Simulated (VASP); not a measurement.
Runs of VASP 6.6.1 on Al3W. The structure is that of space group Pm-3m (No. 221), or close to it. The cells are those of the table. The cell was built from a structure type or drawn by symmetry, and may not be a known phase.

```csv
task,cell,k mesh,cutoff (eV),gap on the mesh (eV),pressure (GPa),relaxed volume (Å³/atom)
relaxation of cell and atoms,"relaxed from a = 4.961 Å, 4 atoms",10 × 10 × 10,600,none,0.0,30.60
single point,"a = 4.300 Å, 4 atoms",4 × 4 × 4,520,none,(a),-
single point,"a = 4.965 Å, 4 atoms",10 × 10 × 10,520,none,0.0,-
single point,"a = 4.961 Å, 4 atoms",4 × 4 × 4,520,none,0.1,-
relaxation of cell and atoms,"relaxed from a = 4.300 Å, 4 atoms",4 × 4 × 4,600,none,0.1,30.51
```

Alike in all rows: level PBE; potentials or basis VASP PAW PBE potentials, release 64 (Al, W_sv); no spin polarisation; smearing gaussian 0.1 eV.

Estimate the missing entries.

(a) 44.4.

Caveats: some runs use coarse meshes; spin-orbit coupling is left out, which moves the levels of the heavy elements; the volume moved by over 15 % at a fixed basis, so the end points are rough (at least some runs).

A k mesh can miss the band edges, and the runs leave out spin-orbit coupling on W.

A gap of «none» marks levels without a gap at the run's occupations.
